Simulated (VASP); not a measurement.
CdSe, 4 atoms in the cell. It takes space group P6_3mc (No. 186, hexagonal). The conventional cell has a = 4.303 Å, b = 4.303 Å, c = 7.023 Å, α = 90.00°, β = 90.00°, γ = 120.00°. Cd (site symmetry 3m) has 4 Se at 2.63 to 2.64 Å within 3.5 Å. Within 3.5 Å of Se (site symmetry 3m) lie 4 Cd at 2.63 to 2.64 Å. 

| Quantity | Value |
| --- | --- |
| Program | VASP 6.6.1 |
| Task | single point |
| Functional | PBEsol |
| Potentials or basis | VASP PAW PBE potentials, release 64 (Cd, Se) |
| Cutoff | 520 eV |
| k mesh | 12 × 12 × 6 |
| Occupations | gaussian, width 0.02 eV |
| Spin | no spin polarisation |
| Dipole correction | no |
| Further INCAR settings | ALGO = Normal; EDIFF = 1e-07; NBANDS = 26 |

Potentials or basis: VASP PAW PBE potentials, release 64 (Cd, Se).

The run is started by

```console
$ cat potpaw_PBE.64/Cd/POTCAR potpaw_PBE.64/Se/POTCAR > POTCAR
$ mpirun -np 1 vasp_std > vasp.out
```

Hardware: 1 thread of Intel(R) Xeon(R) Platinum 8375C CPU @ 2.90GHz (Ice Lake), with other jobs on the host.

Question: How long does it take, and how much memory?

Answer: Wall time 2.3 min on 1 thread of Intel(R) Xeon(R) Platinum 8375C CPU @ 2.90GHz (Ice Lake), with other jobs on the host, peak memory 0.35 GiB. Counts: scf iterations 15, k points 76.
